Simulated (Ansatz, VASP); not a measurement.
One calculation of Ti, two programs

The input POSCAR:

```
Ti
1.0
    2.7296000000      0.0000000000      0.0000000000
   -1.3648000000      2.3639029422      0.0000000000
    0.0000000000      0.0000000000      5.1950000000
Ti
2
Direct
    0.3333333333      0.6666666667      0.2500000000
    0.6666666667      0.3333333333      0.7500000000
```

INCAR.step1

```
SYSTEM = Ti
ALGO = Normal
EDIFF = 1E-4
ENCUT = 520
GGA = PE
ISMEAR = 1
LASPH = .TRUE.
LCHARG = .FALSE.
LREAL = .FALSE.
LWAVE = .TRUE.
NBANDS = 19
NELM = 100
PREC = Accurate
SIGMA = 0.05
```

INCAR.step2

```
SYSTEM = Ti
ALGO = Normal
EDIFF = 1E-7
ENCUT = 520
ISIF = 2
ISMEAR = 1
ISTART = 1
LASPH = .TRUE.
LCHARG = .FALSE.
LMIXTAU = .TRUE.
LREAL = .FALSE.
LWAVE = .FALSE.
METAGGA = R2SCAN
NBANDS = 19
NELM = 100
PREC = Accurate
SIGMA = 0.05
```

The input KPOINTS:

```
k-points
0
G
  18 18 10
  0 0 0
```

Input for Ansatz:

```yaml
crystal:
  lattice:
    - [2.7296, 0.0, 0.0]
    - [-1.3648, 2.3639029422, 0.0]
    - [0.0, 0.0, 5.195]
  atoms:
    - { symbol: Ti, position: [0.3333333333, 0.6666666667, 0.25] }
    - { symbol: Ti, position: [0.6666666667, 0.3333333333, 0.75] }
basis:
  ecutwfc: 520.0
kpoints:
  mp_grid: { grid: [18, 18, 10] }
hamiltonian:
  xc: r2scan
scf:
  occupations: { method: cold, width: 0.05 }
output:
  forces: true
  stress: true
  eigenvalues: true
```

Alike in both runs: task single point; functional r2SCAN; k mesh 18 × 18 × 10; no spin polarisation.

```csv
,VASP,Ansatz
version,VASP 6.6.1,Ansatz 0.2.0
potentials or method,"VASP PAW PBE potentials, release 64 (Ti_sv), cutoff 520 eV","scalar-relativistic, plane waves, PAW"
occupations,"methfessel-paxton of order 1, width 0.05 eV","cold, width 0.05 eV"
valence electrons in the cell,24,24
```

```csv
,VASP,Ansatz,Ansatz less VASP
gap on the k mesh at the Fermi level (eV),none,none,-
pressure (GPa),4.1,3.7,-0.46
"traceless stress, the component that is largest in VASP (GPa)",-12.84,-12.70,+0.144
```

VASP's potentials were made for PBE, not for r2SCAN. A gap of «none» marks a metal or a gap that the smearing closes.
